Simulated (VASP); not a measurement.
# Ti (Pm-3m) in VASP: further runs

Runs on Ti. Level: RPBE. Tasks: single point.

Program: VASP 6.6.1. These are calculated values, not measurements. Logs are shortened: lines on timing, memory, paths and dates and some standing lists are left out, and cuts for length are marked.

### Step 1. The cell of the first run

It takes space group Pm-3m (No. 221, cubic). Conventional cell: a = 2.566 Å, b = 2.566 Å, c = 2.566 Å, α = 90.00°, β = 90.00°, γ = 90.00°. Ti (site symmetry m-3m) has 6 Ti at 2.57 Å within 3.4 Å.

### Step 2. Single point, RPBE (volume scaled by 0.88)

INCAR

```
SYSTEM = Ti
ALGO = Normal
EDIFF = 1E-7
ENCUT = 520
GGA = RP
ISIF = 2
ISMEAR = -1
LASPH = .True.
LCHARG = .False.
LREAL = .False.
LWAVE = .False.
NBANDS = 12
NELM = 80
PREC = Accurate
SIGMA = 0.1
```

KPOINTS

```
k-points
0
Gamma
  13 13 13
  0 0 0
```

POSCAR

```
Ti
1.0
    2.5660356555      0.0000000000      0.0000000000
    0.0000000000      2.5660356555      0.0000000000
    0.0000000000      0.0000000000      2.5660356555
Ti
1
Direct
    0.0000000000      0.0000000000      0.0000000000
```

Potentials or basis: VASP PAW PBE potentials, release 64 (Ti_sv).

Command:

```bash
$ cat potpaw_PBE.64/Ti_sv/POTCAR > POTCAR
$ mpirun -np 1 vasp_std > vasp.out
```

OUTCAR:

```text
SYSTEM = Ti
   EDIFF = 1E-7
   ENCUT = 520
   GGA = RP
   ISIF = 2
   ISMEAR = -1
   LASPH = .True.
   LREAL = .False.
   NELM = 80
   PREC = Accurate

 ion  position               nearest neighbor table
   1  0.000  0.000  0.000-

  LATTYP: Found a simple cubic cell.
 ALAT       =     2.5660356555

  Lattice vectors:

 A1 = (   2.5660356555,   0.0000000000,   0.0000000000)
 A2 = (   0.0000000000,   2.5660356555,   0.0000000000)
 A3 = (   0.0000000000,   0.0000000000,   2.5660356555)

Analysis of symmetry for initial positions (statically):
=====================================================================
 Subroutine PRICEL returns:
 Original cell was already a primitive cell.

 Routine SETGRP: Setting up the symmetry group for a
 simple cubic supercell.

 Subroutine GETGRP returns: Found 48 space group operations
[... 9 lines left out ...]

 Routine SETGRP: Setting up the symmetry group for a
 simple cubic supercell.

 Subroutine GETGRP returns: Found 48 space group operations
[... 11 lines left out ...]
                                     Primitive cell

  volume of cell :      16.8962

  direct lattice vectors                    reciprocal lattice vectors
     2.566035655  0.000000000  0.000000000     0.389706198  0.000000000  0.000000000
     0.000000000  2.566035655  0.000000000     0.000000000  0.389706198  0.000000000
     0.000000000  0.000000000  2.566035655     0.000000000  0.000000000  0.389706198

  length of vectors
     2.566035655  2.566035655  2.566035655     0.389706198  0.389706198  0.389706198

  position of ions in fractional coordinates (direct lattice)
     0.000000000  0.000000000  0.000000000

  ion indices of the primitive-cell ions
   primitive index   ion index
                 1           1

----------------------------------------------------------------------------------------

 KPOINTS: k-points

Automatic generation of k-mesh.
 Grid dimensions read from file:
 generate k-points for:   13   13   13

 Generating k-lattice:

  Cartesian coordinates                     Fractional coordinates (reciprocal lattice)
     0.029977400  0.000000000  0.000000000     0.076923077  0.000000000  0.000000000
     0.000000000  0.029977400  0.000000000     0.000000000  0.076923077  0.000000000
     0.000000000  0.000000000  0.029977400     0.000000000  0.000000000  0.076923077

  Length of vectors
     0.029977400  0.029977400  0.029977400

  Shift w.r.t. Gamma in fractional coordinates (k-lattice)
     0.000000000  0.000000000  0.000000000

 Subroutine IBZKPT returns following result:
 ===========================================

 Found     84 irreducible k-points:

 Following reciprocal coordinates:
            Coordinates               Weight
  0.000000  0.000000  0.000000      1.000000
  0.076923  0.000000  0.000000      6.000000
  0.153846  0.000000  0.000000      6.000000
  0.230769  0.000000  0.000000      6.000000
  0.307692  0.000000  0.000000      6.000000
  0.384615  0.000000  0.000000      6.000000
[... 16 lines left out ...]
  0.307692  0.307692  0.000000     12.000000
  0.384615  0.307692  0.000000     24.000000
 [... further k-points ...]
   k-points           NKPTS =     84   k-points in BZ     NKDIM =     84   number of bands    NBANDS=     12
   number of dos      NEDOS =    301   number of ions     NIONS =      1
   total plane-waves  NPLWV =   8000
   dimension x,y,z NGX =    20 NGY =   20 NGZ =   20
   dimension x,y,z NGXF=    40 NGYF=   40 NGZF=   40
   ions per type =               1
   NGX,Y,Z   is equivalent  to a cutoff of  12.96, 12.96, 12.96 a.u.
   NGXF,Y,Z  is equivalent  to a cutoff of  25.91, 25.91, 25.91 a.u.
 SYSTEM =  Ti
   PREC   = accura    normal or accurate (medium, high low for compatibility)
   ISTART =      0    job   : 0-new  1-cont  2-samecut
   ICHARG =      2    charge: 1-file 2-atom 10-const
   ISPIN  =      1    spin polarized calculation?
   LNONCOLLINEAR =      F non collinear calculations
   LSORBIT =      F    spin-orbit coupling
   LASPH  =      T    aspherical Exc in radial PAW
   ENCUT  =  520.0 eV  38.22 Ry    6.18 a.u.   4.77  4.77  4.77*2*pi/ulx,y,z
   NELM   =     80;   NELMIN=  2; NELMDL= -5     # of ELM steps
   EDIFF  = 0.1E-06   stopping-criterion for ELM
   LREAL  =      F    real-space projection
   EDIFFG = 0.1E-05   stopping-criterion for IOM
   NSW    =      0    number of steps for IOM
   IBRION =     -1    ionic relax: 0-MD 1-quasi-New 2-CG
   NFREE  =      0    steps in history (QN), initial steepest desc. (CG)
   ISIF   =      2    stress and relaxation
   ISYM   =      2    0-nonsym 1-usesym 2-fastsym
   POTIM  = 0.5000    time-step for ionic-motion
   TEBEG  =    0.0;   TEEND  =   0.0 temperature during run
   PSTRESS=    0.0 pullay stress
   NELECT =      12.0000    total number of electrons
   NUPDOWN=      -1.0000    fix difference up-down
   EMIN   =  10.00;   EMAX   =-10.00  energy-range for DOS
   EFERMI =   0.00;   METHOD = LEGACY
   ISMEAR =    -1;   SIGMA  =   0.10  broadening in eV -4-tet -1-fermi 0-gaus
   EFERMI_NEDOS =   21; number of points for ismear=-14 and -15
   IALGO  =     38    algorithm
   IMIX   =      4    mixing-type and parameters
     AMIX     =   0.40;   BMIX     =  1.00
     AMIX_MAG =   1.60;   BMIX_MAG =  1.00
  volume/ion in A,a.u.               =      16.90       114.02
  Fermi-wavevector in a.u.,A,eV,Ry     =   1.460627  2.760184 29.027081  2.133430
  Thomas-Fermi vector in A             =   2.577054
   LORBIT       =      0    0 simple, 1 ext, 2 COOP (PROOUT), +10 PAW based schemes
   GGA     = RP    functional components
   LHFCALC =     F    Hartree Fock is set to
   AEXX    =    0.0000 exact exchange contribution
   IVDW    =     0    specifies the selected vdW correction
   LEPSILON=     F    determine dielectric tensor
   LRPA    =     F    only Hartree local field effects (RPA)
 non-spin polarized calculation
  energy-cutoff  :      520.00
  volume of cell :       16.90
 maximum number of plane-waves:       466
 NGX is ok and might be reduce to    20
   NGX =  9   NGY =  9   NGZ =  9

 number of electron      12.0000009 magnetization

 Free energy of the ion-electron system (eV)
  ---------------------------------------------------
  ext. energy  EPLUGINS =         0.00000000
  ---------------------------------------------------
  free energy    TOTEN  =        -6.55758989 eV

  energy without entropy =       -6.48812050  energy(sigma->0) =       -6.52285520

 E-fermi :   8.5602     XC(G=0): -11.4156

 val. band max:        8.5390723530   @ k =   0.3077   0.0769   0.0769
 cond. band min:       8.5632273158   @ k =   0.2308   0.1538   0.1538
 fundamental gap:      0.0241549627
 Fermi energy:         8.5601558452

 k-point     1 :       0.0000    0.0000    0.0000
  band No.  band energies     occupation
      1     -48.0689      2.00000
      2     -23.6610      2.00000
      3     -23.6610      2.00000
      4     -23.6610      2.00000
      5       2.6357      2.00000
      6       7.0862      2.00000
      7       7.0862      2.00000
      8      12.8493      0.00000
      9      12.8493      0.00000
     10      12.8493      0.00000
     11      25.1958      0.00000
     12      25.1958      0.00000

 k-point     2 :       0.0769    0.0000    0.0000
  band No.  band energies     occupation
      1     -48.0594      2.00000
      2     -23.7271      2.00000
      3     -23.6554      2.00000
      4     -23.6554      2.00000
      5       2.8010      2.00000
      6       7.1278      2.00000
      7       7.2129      2.00000
      8      12.7038      0.00000
      9      12.7038      0.00000
     10      12.8600      0.00000
     11      23.9923      0.00000
     12      25.4624      0.00000

 k-point     3 :       0.1538    0.0000    0.0000
  band No.  band energies     occupation
      1     -48.0332      2.00000
      2     -23.9079      2.00000
      3     -23.6398      2.00000
      4     -23.6398      2.00000
      5       3.2735      2.00000
      6       7.2452      2.00000
      7       7.5657      1.99990
      8      12.3229      0.00000
      9      12.3229      0.00000
     10      12.8898      0.00000
     11      21.8596      0.00000
     12      26.2089      0.00000

 k-point     4 :       0.2308    0.0000    0.0000
  band No.  band energies     occupation
      1     -47.9959      2.00000
      2     -24.1573      2.00000
      3     -23.6177      2.00000
      4     -23.6177      2.00000
      5       3.9921      2.00000
      6       7.4167      1.99998
      7       8.0504      1.98786
      8      11.8314      0.00000
      9      11.8314      0.00000
     10      12.9321      0.00000
     11      19.8112      0.00000
     12      27.3164      0.00000

 k-point     5 :       0.3077    0.0000    0.0000
  band No.  band energies     occupation
      1     -47.9560      2.00000
      2     -24.4156      2.00000
      3     -23.5942      2.00000
      4     -23.5942      2.00000
      5       4.8742      2.00000
      6       7.6070      1.99985
      7       8.4826      1.36963
      8      11.3557      0.00000
      9      11.3557      0.00000
     10      12.9774      0.00000
     11      18.1550      0.00000
     12      26.9766      0.00000

 k-point     6 :       0.3846    0.0000    0.0000
  band No.  band energies     occupation
      1     -47.9226      2.00000
      2     -24.6249      2.00000
      3     -23.5746      2.00000
      4     -23.5746      2.00000
      5       5.8090      2.00000
      6       7.7720      1.99924
      7       8.6261      0.68155
      8      10.9900      0.00000
      9      10.9900      0.00000
     10      13.0152      0.00000
     11      17.0692      0.00000
     12      26.2200      0.00000

 k-point     7 :       0.4615    0.0000    0.0000
  band No.  band energies     occupation
      1     -47.9036      2.00000
      2     -24.7414      2.00000
      3     -23.5635      2.00000
      4     -23.5635      2.00000
      5       6.5631      2.00000
      6       7.8684      1.99802
      7       8.4452      1.51883
      8      10.7932      0.00000
      9      10.7932      0.00000
     10      13.0367      0.00000
     11      16.5851      0.00000
     12      25.8082      0.00000

 k-point     8 :       0.0769    0.0769    0.0000
  band No.  band energies     occupation
      1     -48.0500      2.00000
      2     -23.7257      2.00000
      3     -23.7168      2.00000
      4     -23.6498      2.00000
      5       2.9645      2.00000
      6       7.2110      2.00000
      7       7.2991      1.99999
      8      12.5517      0.00000
      9      12.6839      0.00000
     10      12.7484      0.00000
     11      24.1915      0.00000
     12      24.2355      0.00000
[... 166 lines left out ...]
 k-point    20 :       0.3077    0.2308    0.0000
  band No.  band energies     occupation
      1     -47.8855      2.00000
      2     -24.3514      2.00000
      3     -24.0665      2.00000
      4     -23.5528      2.00000
      5       5.7508      2.00000
      6       7.9397      1.99597
      7       9.3432      0.00079
      8      10.9195      0.00000
      9      11.5125      0.00000
     10      12.0885      0.00000
     11      18.9169      0.00000
     12      22.4118      0.00000

 k-point    21 :       0.3846    0.2308    0.0000
  band No.  band energies     occupation
      1     -47.8528      2.00000
      2     -24.5543      2.00000
      3     -24.0410      2.00000
      4     -23.5338      2.00000
      5       6.3389      2.00000
      6       7.8669      1.99805
      7       9.3981      0.00046
      8      11.1772      0.00000
      9      11.5739      0.00000
     10      12.1429      0.00000
     11      17.4333      0.00000
     12      23.2130      0.00000

 k-point    22 :       0.4615    0.2308    0.0000
  band No.  band energies     occupation
      1     -47.8342      2.00000
      2     -24.6673      2.00000
      3     -24.0264      2.00000
      4     -23.5230      2.00000
      5       6.7457      2.00000
      6       7.7291      1.99951
      7       9.3659      0.00063
      8      10.9927      0.00000
      9      12.1774      0.00000
     10      12.2327      0.00000
     11      16.4666      0.00000
     12      23.8701      0.00000

 k-point    23 :       0.3077    0.3077    0.0000
  band No.  band energies     occupation
      1     -47.8468      2.00000
      2     -24.3313      2.00000
      3     -24.2980      2.00000
      4     -23.5303      2.00000
      5       6.0643      2.00000
      6       7.9076      1.99707
      7      10.1819      0.00000
      8      11.0560      0.00000
      9      11.5341      0.00000
     10      11.7266      0.00000
     11      18.5371      0.00000
     12      21.6110      0.00000

 k-point    24 :       0.3846    0.3077    0.0000
  band No.  band energies     occupation
      1     -47.8145      2.00000
      2     -24.5158      2.00000
      3     -24.2844      2.00000
      4     -23.5116      2.00000
      5       6.1955      2.00000
      6       7.9510      1.99549
      7      10.5532      0.00000
      8      11.2796      0.00000
      9      11.7223      0.00000
     10      11.9128      0.00000
     11      17.3527      0.00000
     12      21.9317      0.00000

 [... further k-points ...]

------------------------ aborting loop because EDIFF is reached ----------------------------------------

  FORCE on cell =-STRESS in cart. coord.  units (eV):
  Direction    XX          YY          ZZ          XY          YZ          ZX
  --------------------------------------------------------------------------------------
  -------------------------------------------------------------------------------------
  Total        1.1829310      1.1829310      1.1829310      0.0000000      0.0000000      0.0000000
  in kB      112.1713505    112.1713505    112.1713505      0.0000000      0.0000000      0.0000000
  external PRESSURE =     112.1713505 kB  Pullay stress =       0.0000000 kB

 VOLUME and BASIS-vectors are now :
 -----------------------------------------------------------------------------
  energy-cutoff  :      520.00
  volume of cell :       16.90
      direct lattice vectors                 reciprocal lattice vectors
     2.566035655  0.000000000  0.000000000     0.389706198  0.000000000  0.000000000
     0.000000000  2.566035655  0.000000000     0.000000000  0.389706198  0.000000000
     0.000000000  0.000000000  2.566035655     0.000000000  0.000000000  0.389706198

 POSITION                                       TOTAL-FORCE (eV/Angst)
 -----------------------------------------------------------------------------------
      0.00000      0.00000      0.00000         0.000000      0.000000      0.000000
 -----------------------------------------------------------------------------------
    total drift:                               -0.000000     -0.000000     -0.000000

  FREE ENERGIE OF THE ION-ELECTRON SYSTEM (eV)
  ---------------------------------------------------
  free  energy   TOTEN  =        -6.5575898877 eV

  energy  without entropy=       -6.4881205041  energy(sigma->0) =       -6.52285520
```

Run time: 20 s. Hardware: 1 thread of AMD EPYC 7R43 (Zen 3), shared host; peak memory 0.1 GiB.

Results:

| Property | Result |
| --- | --- |
| Free energy | -6.5576 eV |
| Pressure | 11.2 GPa |
| Band gap on the k mesh | zero (band 6 reaches 9.32 eV, above the bottom of band 7 at 7.09 eV) |

Levels at points of the mesh, in eV from the Fermi level:
| k point | band 3 | band 4 | band 5 | band 6 | band 7 | band 8 | band 9 | band 10 |
| --- | --- | --- | --- | --- | --- | --- | --- | --- |
| (0.00, 0.00, 0.00) | -32.22 | -32.22 | -5.92 | -1.47 | -1.47 | 4.29 | 4.29 | 4.29 |

Caveat: the PAW data sets were made with another functional, which shifts forces and pressure a little.

### Step 3. Single point, RPBE (volume scaled by 0.92)

INCAR

```
  PREC = Accurate
  ENCUT = 520
  EDIFF = 1E-6
  ISMEAR = -1
  SIGMA = 0.1
  LREAL = F
  LASPH = T
  NELM = 100
  ALGO = Normal
  ISIF = 2
  LWAVE = F
  LCHARG = T
  GGA = RP
  LELF = T
  LVHAR = T
  NBANDS = 12
```

KPOINTS

```
regular mesh
0
Gamma
  13 13 13
```

POSCAR

```
Ti
1.0
    2.6043403424      0.0000000000      0.0000000000
    0.0000000000      2.6043403424      0.0000000000
    0.0000000000      0.0000000000      2.6043403424
Ti
1
Direct
    0.0000000000      0.0000000000      0.0000000000
```

Potentials or basis: VASP PAW PBE potentials, release 64 (Ti_sv).

Command:

```bash
$ cat potpaw_PBE.64/Ti_sv/POTCAR > POTCAR
$ mpirun -np 1 vasp_std > vasp.out
```

Run time: 21 s. Hardware: 1 thread of AMD EPYC 7R43 (Zen 3), shared host; peak memory 0.09 GiB.

The run converged. Its results:

- Free energy: -6.6004 eV
- Pressure: 6.7 GPa
- Band gap on the k mesh: zero (band 6 reaches 8.79 eV, above the bottom of band 7 at 6.71 eV)

Levels at points of the mesh, in eV from the Fermi level:
```csv
k point,band 2,band 3,band 4,band 5,band 6,band 7,band 8,band 9,band 10,band 11
"(0.00, 0.00, 0.00)",-32.33,-32.33,-32.33,-5.83,-1.37,-1.37,4.09,4.09,4.09,16.14
```

Caveat: the PAW data sets were made with another functional, which shifts forces and pressure a little.

### Step 4. Single point, RPBE (volume scaled by 0.96)

INCAR

```
SYSTEM = Ti
ALGO = Normal
EDIFF = 1E-6
ENCUT = 520
GGA = RP
ISIF = 2
ISMEAR = -1
LASPH = .TRUE.
LCHARG = .TRUE.
LELF = .TRUE.
LREAL = .FALSE.
LVHAR = .TRUE.
LWAVE = .FALSE.
NBANDS = 12
NELM = 80
PREC = Accurate
SIGMA = 0.1
```

KPOINTS

```
k-points
0
G
  13 13 13
  0 0 0
```

POSCAR

```
Ti
1.0
    2.6415502317      0.0000000000      0.0000000000
    0.0000000000      2.6415502317      0.0000000000
    0.0000000000      0.0000000000      2.6415502317
Ti
1
Direct
    0.0000000000      0.0000000000      0.0000000000
```

Command:

```bash
$ cat potpaw_PBE.64/Ti_sv/POTCAR > POTCAR
$ mpirun -np 1 vasp_std > vasp.out
```

Run time: 20 s. Hardware: 1 thread of AMD EPYC 7R43 (Zen 3), shared host; peak memory 0.09 GiB.

Results (log left out):

```yaml
Free_energy: -6.6233 eV
Pressure: 2.9 GPa
Band_gap_on_the_k_mesh: zero (band 6 reaches 8.30 eV, above the bottom of band 7 at 6.36 eV)
```

Levels at points of the mesh, in eV from the Fermi level:
```
           k point  band 3  band 4  band 5  band 6  band 7  band 8  band 9  band 10
(0.00, 0.00, 0.00)  -32.44  -32.44   -5.73   -1.28   -1.28    3.90    3.90     3.90
```

Caveat: the PAW data sets were made with another functional, which shifts forces and pressure a little.

### Step 5. Summary

```csv
cell,gap on the mesh (eV),pressure (GPa)
"a = 2.566 Å, 1 atom",none,11.2
"a = 2.604 Å, 1 atom",none,6.7
"a = 2.642 Å, 1 atom",none,2.9
```

Alike in all rows: task single point; level RPBE; potentials or basis VASP PAW PBE potentials, release 64 (Ti_sv); no spin polarisation; k mesh 13 × 13 × 13; cutoff (eV) 520; smearing fermi-dirac 0.1 eV.

Caveats: the PAW data sets were made with another functional, which shifts forces and pressure a little.

Absolute energies hang on the potentials; compare differences alone.
